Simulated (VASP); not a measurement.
# AlN (zincblende type) (F-43m) in VASP: settings compared, part 2 of 2

VASP 6.6.1. Earlier steps stand in the parts before.

## 3. Relaxation of cell and atoms, r2SCAN

This run uses another cell than the first one, of 10.00 Å³/atom.

POSCAR

```
AlN
1.0
    0.0000000000      2.1544346900      2.1544346900
    2.1544346900      0.0000000000      2.1544346900
    2.1544346900      2.1544346900      0.0000000000
Al N
1 1
Direct
    0.0000000000      0.0000000000      0.0000000000
    0.2500000000      0.2500000000      0.2500000000
```

INCAR.step1

```
SYSTEM = AlN
ALGO = Normal
EDIFF = 1E-4
ENCUT = 600
GGA = PE
ISMEAR = -1
LASPH = .TRUE.
LCHARG = .FALSE.
LREAL = .FALSE.
LWAVE = .TRUE.
NELM = 100
PREC = Accurate
SIGMA = 0.08
```

INCAR.step2

```
SYSTEM = AlN
ALGO = Normal
EDIFF = 1E-6
EDIFFG = -0.005
ENCUT = 600
IBRION = 2
ISIF = 3
ISMEAR = -1
ISTART = 1
LASPH = .TRUE.
LCHARG = .FALSE.
LMIXTAU = .TRUE.
LREAL = .FALSE.
LWAVE = .FALSE.
METAGGA = R2SCAN
NELM = 100
NSW = 60
PREC = Accurate
SIGMA = 0.08
```

KPOINTS

```
k-points
0
G
  15 15 15
  0 0 0
```

Potentials or basis: VASP PAW PBE potentials, release 64 (Al, N).

The run is started by

```console
> cat potpaw_PBE.64/Al/POTCAR potpaw_PBE.64/N/POTCAR > POTCAR
> cp INCAR.step1 INCAR
> mpirun -np 1 vasp_std > vasp.out
> cp INCAR.step2 INCAR
> mpirun -np 1 vasp_std > vasp.out
```

OUTCAR:

```text
SYSTEM = AlN
   EDIFF = 1E-6
   EDIFFG = -0.005
   ENCUT = 600
   IBRION = 2
   ISIF = 3
   ISMEAR = -1
   ISTART = 1
   LASPH = .TRUE.
   LREAL = .FALSE.
   METAGGA = R2SCAN
   NELM = 100
   NSW = 60
   PREC = Accurate

 ion  position               nearest neighbor table
   1  0.000  0.000  0.000-   2 1.87   2 1.87   2 1.87   2 1.87
   2  0.250  0.250  0.250-   1 1.87   1 1.87   1 1.87   1 1.87

  LATTYP: Found a face centered cubic cell.
 ALAT       =     4.3088693800

  Lattice vectors:

 A1 = (   0.0000000000,   2.1544346900,   2.1544346900)
 A2 = (   2.1544346900,   0.0000000000,   2.1544346900)
 A3 = (   2.1544346900,   2.1544346900,   0.0000000000)

Analysis of symmetry for initial positions (statically):
=====================================================================
 Subroutine PRICEL returns:
 Original cell was already a primitive cell.

 Routine SETGRP: Setting up the symmetry group for a
 face centered cubic supercell.

 Subroutine GETGRP returns: Found 24 space group operations
 (whereof 24 operations were pure point group operations)
 out of a pool of 48 trial point group operations.

The static configuration has the point symmetry T_d .

Analysis of symmetry for dynamics (positions and initial velocities):
[... 168 lines left out ...]
  in kB       93.1179498     93.1179498     93.1179498     -0.0000000      0.0000000     -0.0000000
  external PRESSURE =      93.1179498 kB  Pullay stress =       0.0000000 kB
[... 95 lines left out ...]
--------------------------------------- Ionic step        4  -------------------------------------------

 number of electron       8.0000000 magnetization

 Free energy of the ion-electron system (eV)
  ---------------------------------------------------
  ext. energy  EPLUGINS =         0.00000000
  ---------------------------------------------------
  free energy    TOTEN  =       -19.17908131 eV

  energy without entropy =      -19.17908131  energy(sigma->0) =      -19.17908131

 E-fermi :   7.3584     XC(G=0): -11.4205

 val. band max:        5.6974460039   @ k =   0.0000   0.0000   0.0000
 cond. band min:       9.7011888126   @ k =   0.4667   0.4667   0.0000
 fundamental gap:      4.0037428087
 Fermi energy:         7.3583895281

 k-point     1 :       0.0000    0.0000    0.0000
  band No.  band energies     occupation
      1     -10.0473      2.00000
      2       5.6974      2.00000
      3       5.6974      2.00000
      4       5.6974      2.00000
      5      10.5946      0.00000
      6      19.2241      0.00000
      7      19.2241      0.00000
      8      19.2241      0.00000
[... 243 lines left out ...]
 k-point    24 :       0.2000    0.1333    0.0000
  band No.  band energies     occupation
      1      -9.4789      2.00000
      2       3.7505      2.00000
      3       5.1838      2.00000
      4       5.2376      2.00000
      5      12.4196      0.00000
      6      17.8461      0.00000
      7      18.8789      0.00000
      8      19.9194      0.00000

 [... further k-points ...]

------------------------ aborting loop because EDIFF is reached ----------------------------------------

  FORCE on cell =-STRESS in cart. coord.  units (eV):
  Direction    XX          YY          ZZ          XY          YZ          ZX
  --------------------------------------------------------------------------------------
  -------------------------------------------------------------------------------------
  Total        0.0069771      0.0069771      0.0069771      0.0000000      0.0000000      0.0000000
  in kB        0.5368114      0.5368114      0.5368114      0.0000000      0.0000000      0.0000000
  external PRESSURE =       0.5368114 kB  Pullay stress =       0.0000000 kB
[... 17 lines left out ...]
  FREE ENERGIE OF THE ION-ELECTRON SYSTEM (eV)
  ---------------------------------------------------
  free  energy   TOTEN  =       -19.1790813081 eV

  energy  without entropy=      -19.1790813080  energy(sigma->0) =      -19.17908131

 reached required accuracy - stopping structural energy minimisation
```

OUTCAR.step1:

```text
SYSTEM = AlN
   EDIFF = 1E-4
   ENCUT = 600
   GGA = PE
   ISMEAR = -1
   LASPH = .TRUE.
   LREAL = .FALSE.
[... 483 lines left out ...]
      0.00000      0.00000      0.00000        -0.000000     -0.000000     -0.000000
      1.07722      1.07722      1.07722         0.000000      0.000000      0.000000
 -----------------------------------------------------------------------------------
    total drift:                                0.000000      0.000000      0.000000

  FREE ENERGIE OF THE ION-ELECTRON SYSTEM (eV)
  ---------------------------------------------------
  free  energy   TOTEN  =       -14.7939320617 eV

  energy  without entropy=      -14.7939320616  energy(sigma->0) =      -14.79393206
```

Wall time 1.7 min (1 thread of Intel Xeon Platinum 8488C (Sapphire Rapids), shared host); peak memory 0.15 GiB.

What came out:

```yaml
Free_energy: -19.1791 eV
Relaxed_volume: 10.41 Å³/atom
Relaxed_cell: a = 3.088 Å, b = 3.088 Å, c = 3.088 Å, α = 60.00°, β = 60.00°, γ = 60.00°
Space_group_after_relaxing_to_0.1_Å: F-43m (No. 216)
Energy_gained_by_relaxing: 11.8 meV/atom
Ionic_steps: 4
Pressure_after_relaxing: 0.1 GPa
Band_gap_on_the_k_mesh: 4.00 eV (least direct gap 4.90 eV)
```

Step by step:
| step | energy change (eV) | largest force (eV/Å) | pressure (GPa) | volume (Å³) |
| --- | --- | --- | --- | --- |
| 1 | 0.0000 | 0.0000 | 9.31 | 20.00 |
| 2 | 0.0003 | 0.0000 | -8.26 | 21.73 |
| 3 | -0.0236 | 0.0000 | -0.12 | 20.84 |
| 4 | -0.0236 | 0.0000 | 0.05 | 20.82 |

Final structure:
```
Al N
1.0
     0.00000    2.18363    2.18363
     2.18363    0.00000    2.18363
     2.18363    2.18363    0.00000
Al N
1 1
Direct
  0.00000 0.00000 0.00000
  0.25000 0.25000 0.25000
```

Levels at points of the mesh, in eV from the valence-band top:
```tsv
k point	band 2	band 3	band 4	band 5	band 6	band 7
(0.00, 0.00, 0.00)	0.00	0.00	0.00	4.90	13.53	13.53
```

Caveat: the PAW data sets were made with another functional, which shifts forces and pressure a little; an odd mesh through Γ misses points on the zone boundary, where band edges can lie.
